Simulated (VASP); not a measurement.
# Te (Pm-3m) in VASP: notebook, part 2 of 2

VASP 6.6.1. The steps go on from the part before.

### 3 Single point, revPBE (volume scaled by 1.04)

Input file INCAR:

```
PREC = Accurate
ENCUT = 520
EDIFF = 1E-6
ISMEAR = -1
SIGMA = 0.1
LREAL = False
LASPH = True
NELM = 60
ALGO = Normal
ISIF = 2
LWAVE = False
LCHARG = False
GGA = RE
NBANDS = 9
```

Input file KPOINTS:

```
Automatic mesh
0
Gamma
  11 11 11
```

Input file POSCAR:

```
Te
1.0
    3.2645103491      0.0000000000      0.0000000000
    0.0000000000      3.2645103491      0.0000000000
    0.0000000000      0.0000000000      3.2645103491
Te
1
Direct
    0.0000000000      0.0000000000      0.0000000000
```

Potentials or basis: VASP PAW PBE potentials, release 64 (Te).

Run with:

```bash
> cat potpaw_PBE.64/Te/POTCAR > POTCAR
> mpirun -np 1 vasp_std > vasp.out
```

OUTCAR:

```text
PREC = Accurate
   ENCUT = 520
   EDIFF = 1E-6
   ISMEAR = -1
   LREAL = False
   LASPH = True
   NELM = 60
   ISIF = 2
   GGA = RE

 ion  position               nearest neighbor table
   1  0.000  0.000  0.000-

  LATTYP: Found a simple cubic cell.
 ALAT       =     3.2645103491

  Lattice vectors:

 A1 = (   3.2645103491,   0.0000000000,   0.0000000000)
 A2 = (   0.0000000000,   3.2645103491,   0.0000000000)
 A3 = (   0.0000000000,   0.0000000000,   3.2645103491)

Analysis of symmetry for initial positions (statically):
=====================================================================
 Subroutine PRICEL returns:
 Original cell was already a primitive cell.

 Routine SETGRP: Setting up the symmetry group for a
 simple cubic supercell.

 Subroutine GETGRP returns: Found 48 space group operations
 (whereof 48 operations were pure point group operations)
 out of a pool of 48 trial point group operations.

The static configuration has the point symmetry O_h .

Analysis of symmetry for dynamics (positions and initial velocities):
=====================================================================
 Subroutine PRICEL returns:
 Original cell was already a primitive cell.

 Routine SETGRP: Setting up the symmetry group for a
 simple cubic supercell.

 Subroutine GETGRP returns: Found 48 space group operations
 (whereof 48 operations were pure point group operations)
 out of a pool of 48 trial point group operations.

The dynamic configuration has the point symmetry O_h .

 Subroutine INISYM returns: Found 48 space group operations
 (whereof 48 operations are pure point group operations),
 and found     1 'primitive' translations

----------------------------------------------------------------------------------------

                                     Primitive cell

  volume of cell :      34.7900

  direct lattice vectors                    reciprocal lattice vectors
     3.264510349  0.000000000  0.000000000     0.306324653  0.000000000  0.000000000
     0.000000000  3.264510349  0.000000000     0.000000000  0.306324653  0.000000000
     0.000000000  0.000000000  3.264510349     0.000000000  0.000000000  0.306324653

  length of vectors
     3.264510349  3.264510349  3.264510349     0.306324653  0.306324653  0.306324653

  position of ions in fractional coordinates (direct lattice)
     0.000000000  0.000000000  0.000000000

  ion indices of the primitive-cell ions
   primitive index   ion index
                 1           1

----------------------------------------------------------------------------------------

 KPOINTS: Automatic mesh

Automatic generation of k-mesh.
 Grid dimensions read from file:
 generate k-points for:   11   11   11

 Generating k-lattice:

  Cartesian coordinates                     Fractional coordinates (reciprocal lattice)
     0.027847696  0.000000000  0.000000000     0.090909091  0.000000000  0.000000000
     0.000000000  0.027847696  0.000000000     0.000000000  0.090909091  0.000000000
     0.000000000  0.000000000  0.027847696     0.000000000  0.000000000  0.090909091

  Length of vectors
     0.027847696  0.027847696  0.027847696

  Shift w.r.t. Gamma in fractional coordinates (k-lattice)
     0.000000000  0.000000000  0.000000000

 Subroutine IBZKPT returns following result:
 ===========================================

 Found     56 irreducible k-points:

 Following reciprocal coordinates:
            Coordinates               Weight
  0.000000  0.000000  0.000000      1.000000
  0.090909  0.000000  0.000000      6.000000
  0.181818  0.000000  0.000000      6.000000
  0.272727  0.000000  0.000000      6.000000
  0.363636  0.000000  0.000000      6.000000
  0.454545  0.000000  0.000000      6.000000
[... 16 lines left out ...]
  0.181818  0.090909  0.090909     24.000000
  0.272727  0.090909  0.090909     24.000000
 [... further k-points ...]
   k-points           NKPTS =     56   k-points in BZ     NKDIM =     56   number of bands    NBANDS=      9
   number of dos      NEDOS =    301   number of ions     NIONS =      1
   total plane-waves  NPLWV =  13824
   dimension x,y,z NGX =    24 NGY =   24 NGZ =   24
   dimension x,y,z NGXF=    48 NGYF=   48 NGZF=   48
   ions per type =               1
   NGX,Y,Z   is equivalent  to a cutoff of  12.22, 12.22, 12.22 a.u.
   NGXF,Y,Z  is equivalent  to a cutoff of  24.44, 24.44, 24.44 a.u.
 SYSTEM =  unknown system
   PREC   = accura    normal or accurate (medium, high low for compatibility)
   ISTART =      0    job   : 0-new  1-cont  2-samecut
   ICHARG =      2    charge: 1-file 2-atom 10-const
   ISPIN  =      1    spin polarized calculation?
   LNONCOLLINEAR =      F non collinear calculations
   LSORBIT =      F    spin-orbit coupling
   LASPH  =      T    aspherical Exc in radial PAW
   ENCUT  =  520.0 eV  38.22 Ry    6.18 a.u.   6.07  6.07  6.07*2*pi/ulx,y,z
   NELM   =     60;   NELMIN=  2; NELMDL= -5     # of ELM steps
   EDIFF  = 0.1E-05   stopping-criterion for ELM
   LREAL  =      F    real-space projection
   EDIFFG = 0.1E-04   stopping-criterion for IOM
   NSW    =      0    number of steps for IOM
   IBRION =     -1    ionic relax: 0-MD 1-quasi-New 2-CG
   NFREE  =      0    steps in history (QN), initial steepest desc. (CG)
   ISIF   =      2    stress and relaxation
   ISYM   =      2    0-nonsym 1-usesym 2-fastsym
   POTIM  = 0.5000    time-step for ionic-motion
   TEBEG  =    0.0;   TEEND  =   0.0 temperature during run
   PSTRESS=    0.0 pullay stress
   NELECT =       6.0000    total number of electrons
   NUPDOWN=      -1.0000    fix difference up-down
   EMIN   =  10.00;   EMAX   =-10.00  energy-range for DOS
   EFERMI =   0.00;   METHOD = LEGACY
   ISMEAR =    -1;   SIGMA  =   0.10  broadening in eV -4-tet -1-fermi 0-gaus
   EFERMI_NEDOS =   21; number of points for ismear=-14 and -15
   IALGO  =     38    algorithm
   IMIX   =      4    mixing-type and parameters
     AMIX     =   0.40;   BMIX     =  1.00
     AMIX_MAG =   1.60;   BMIX_MAG =  1.00
  volume/ion in A,a.u.               =      34.79       234.77
  Fermi-wavevector in a.u.,A,eV,Ry     =   0.911256  1.722025 11.298115  0.830388
  Thomas-Fermi vector in A             =   2.035514
   LORBIT       =      0    0 simple, 1 ext, 2 COOP (PROOUT), +10 PAW based schemes
   GGA     = RE    functional components
   LHFCALC =     F    Hartree Fock is set to
   AEXX    =    0.0000 exact exchange contribution
   IVDW    =     0    specifies the selected vdW correction
   LEPSILON=     F    determine dielectric tensor
   LRPA    =     F    only Hartree local field effects (RPA)
 non-spin polarized calculation
  energy-cutoff  :      520.00
  volume of cell :       34.79
 maximum number of plane-waves:       954
   NGX = 13   NGY = 13   NGZ = 13

 number of electron       6.0000000 magnetization

 Free energy of the ion-electron system (eV)
  ---------------------------------------------------
  ext. energy  EPLUGINS =         0.00000000
  ---------------------------------------------------
  free energy    TOTEN  =        -2.77589570 eV

  energy without entropy =       -2.75590377  energy(sigma->0) =       -2.76589973

 E-fermi :   5.7172     XC(G=0):  -8.9307

 val. band max:        5.7147472028   @ k =   0.4545   0.1818   0.1818
 cond. band min:       5.8876923545   @ k =   0.0909   0.0000   0.0000
 fundamental gap:      0.1729451517
 Fermi energy:         5.7172007882

 k-point     1 :       0.0000    0.0000    0.0000
  band No.  band energies     occupation
      1      -7.4157      2.00000
      2       6.8372      0.00003
      3       6.8372      0.00003
      4       6.8372      0.00003
      5      11.8285      0.00000
      6      11.8285      0.00000
      7      12.0998      0.00000
      8      22.6854      0.00000
      9      22.6854      0.00000

 k-point     2 :       0.0909    0.0000    0.0000
  band No.  band energies     occupation
      1      -7.3271      2.00000
      2       5.8877      0.30765
      3       6.9158      0.00001
      4       6.9158      0.00001
      5      11.9142      0.00000
      6      12.0954      0.00000
      7      13.0779      0.00000
      8      21.2103      0.00000
      9      21.2103      0.00000
[... 253 lines left out ...]
 k-point    24 :       0.2727    0.0909    0.0909
  band No.  band energies     occupation
      1      -6.5049      2.00000
      2       2.6450      2.00000
      3       6.5976      0.00030
      4       6.6577      0.00016
      5      13.7555      0.00000
      6      13.8324      0.00000
      7      16.2198      0.00000
      8      16.5798      0.00000
      9      18.7474      0.00000

 [... further k-points ...]

------------------------ aborting loop because EDIFF is reached ----------------------------------------

  FORCE on cell =-STRESS in cart. coord.  units (eV):
  Direction    XX          YY          ZZ          XY          YZ          ZX
  --------------------------------------------------------------------------------------
  -------------------------------------------------------------------------------------
  Total       -0.3828830     -0.3828830     -0.3828830     -0.0000000     -0.0000000      0.0000000
  in kB      -17.6328494    -17.6328494    -17.6328494     -0.0000000     -0.0000000      0.0000000
  external PRESSURE =     -17.6328494 kB  Pullay stress =       0.0000000 kB

 VOLUME and BASIS-vectors are now :
 -----------------------------------------------------------------------------
  energy-cutoff  :      520.00
  volume of cell :       34.79
      direct lattice vectors                 reciprocal lattice vectors
     3.264510349  0.000000000  0.000000000     0.306324653  0.000000000  0.000000000
     0.000000000  3.264510349  0.000000000     0.000000000  0.306324653  0.000000000
     0.000000000  0.000000000  3.264510349     0.000000000  0.000000000  0.306324653

 POSITION                                       TOTAL-FORCE (eV/Angst)
 -----------------------------------------------------------------------------------
      0.00000      0.00000      0.00000         0.000000      0.000000      0.000000
 -----------------------------------------------------------------------------------
    total drift:                               -0.000000      0.000000      0.000000

  FREE ENERGIE OF THE ION-ELECTRON SYSTEM (eV)
  ---------------------------------------------------
  free  energy   TOTEN  =        -2.7758957001 eV

  energy  without entropy=       -2.7559037667  energy(sigma->0) =       -2.76589973
```

stdout:

```text
POSCAR found type information on POSCAR Te
 POSCAR found :  1 types and       1 ions
 scaLAPACK will be used
 -----------------------------------------------------------------------------
|                                                                             |
|                                                                             |
|     You enforced a specific xc type in the INCAR file but a different       |
|     I HOPE YOU KNOW WHAT YOU ARE DOING!                                     |
|                                                                             |
 -----------------------------------------------------------------------------

 LDA part: xc-table for (Slater+PW92), standard interpolation
 POSCAR, INCAR and KPOINTS ok, starting setup
 FFT: planning ... GRIDC
 FFT: planning ... GRID_SOFT
 FFT: planning ... GRID
 WAVECAR not read
 entering main loop
```

Wall time 7.5 s (1 thread of Intel Xeon Platinum 8259CL at 2.50GHz (Skylake/Cascade Lake), shared host); peak memory 0.14 GiB.

Results:

```yaml
Free_energy: -2.7759 eV
Pressure: -1.8 GPa
Band_gap_on_the_k_mesh: zero (band 3 reaches 8.01 eV, above the bottom of band 4 at 3.03 eV)
```

Levels at points of the mesh, in eV from the Fermi level:
```csv
k point,band 1,band 2,band 3,band 4,band 5,band 6,band 7
"(0.00, 0.00, 0.00)",-13.13,1.12,1.12,1.12,6.11,6.11,6.38
```

Caveat: the PAW data sets were made with another functional, which shifts forces and pressure a little; spin-orbit coupling is left out, which moves the levels of the heavy elements.

### 4 Single point, revPBE (volume scaled by 1.08)

Input file INCAR:

```
  ALGO = Normal
  EDIFF = 1E-6
  ENCUT = 520
  GGA = RE
  ISIF = 2
  ISMEAR = -1
  LASPH = True
  LCHARG = False
  LREAL = False
  LWAVE = False
  NBANDS = 9
  NELM = 80
  PREC = Accurate
  SIGMA = 0.1
```

Input file KPOINTS:

```
k-points
0
Gamma
  11 11 11
```

Input file POSCAR:

```
Te
1.0
    3.3058376521      0.0000000000      0.0000000000
    0.0000000000      3.3058376521      0.0000000000
    0.0000000000      0.0000000000      3.3058376521
Te
1
Direct
    0.0000000000      0.0000000000      0.0000000000
```

Run with:

```bash
> cat potpaw_PBE.64/Te/POTCAR > POTCAR
> mpirun -np 1 vasp_std > vasp.out
```

Run time: 14 s. Hardware: 1 thread of Intel Xeon Platinum 8259CL at 2.50GHz (Skylake/Cascade Lake), shared host; peak memory 0.16 GiB.

It converged, with:

| Item | Value |
| --- | --- |
| Free energy | -2.7555 eV |
| Pressure | -3.1 GPa |
| Band gap on the k mesh | zero (band 3 reaches 7.43 eV, above the bottom of band 4 at 2.69 eV) |

Levels at points of the mesh, in eV from the Fermi level:
| k point | band 1 | band 2 | band 3 | band 4 | band 5 | band 6 |
| --- | --- | --- | --- | --- | --- | --- |
| (0.00, 0.00, 0.00) | -12.87 | 1.08 | 1.08 | 1.08 | 6.16 | 6.16 |

Caveat: the PAW data sets were made with another functional, which shifts forces and pressure a little; spin-orbit coupling is left out, which moves the levels of the heavy elements.

### 5 Overview

```tsv
cell	gap on the mesh (eV)	pressure (GPa)
a = 3.222 Å, 1 atom	none	-0.1
a = 3.265 Å, 1 atom	none	-1.8
a = 3.306 Å, 1 atom	none	-3.1
```

Alike in all rows: task single point; level revPBE; potentials or basis VASP PAW PBE potentials, release 64 (Te); no spin polarisation; k mesh 11 × 11 × 11; cutoff (eV) 520; smearing fermi-dirac 0.1 eV.

Caveats: the PAW data sets were made with another functional, which shifts forces and pressure a little; spin-orbit coupling is left out, which moves the levels of the heavy elements.

Total energies depend on the potentials used, so only differences within one code and one set of settings carry meaning.
